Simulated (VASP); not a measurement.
KI: electric field gradients with PBE

Crystal: KI.

```
K I
1.0
     0.00000    3.45321    3.45321
     3.45321    0.00000    3.45321
     3.45321    3.45321    0.00000
K I
1 1
Direct
  0.00000 0.00000 0.00000
  0.50000 0.50000 0.50000
```

```
Program                : VASP 6.6.1
Task                   : electric field gradients
Functional             : PBE
Potentials or basis    : VASP PAW PBE potentials, release 64 (K_sv, I)
Cutoff                 : 400 eV
k mesh                 : 6 × 6 × 6
Occupations            : fermi-dirac, width 0.02 eV
Spin                   : no spin polarisation
Dipole correction      : no
Further INCAR settings : ALGO = Normal; EDIFF = 1e-08; NBANDS = 15
```

```
Pressure                                : 1.7 GPa
Band gap on the k mesh                  : 4.13 eV
Largest electric field gradient by atom : zero within the noise of the run
```

Levels at points of the mesh, in eV from the valence-band top:
```
           k point  band 5  band 6  band 7  band 8  band 9  band 10  band 11  band 12
(0.00, 0.00, 0.00)  -10.61    0.00    0.00    0.00    4.13     6.46     6.46     6.46
(0.50, 0.00, 0.00)  -10.23   -1.48   -0.40   -0.40    5.59     7.90     8.28     8.28
(0.50, 0.50, 0.00)  -10.44   -1.11   -0.41   -0.41    4.81     5.93     8.16     8.94
```

Wall time 21 s on 1 thread of Intel(R) Xeon(R) Platinum 8488C (Sapphire Rapids), with other jobs on the host, peak memory 0.17 GiB.

Caveat: spin-orbit coupling is left out, which moves the levels of the heavy elements.
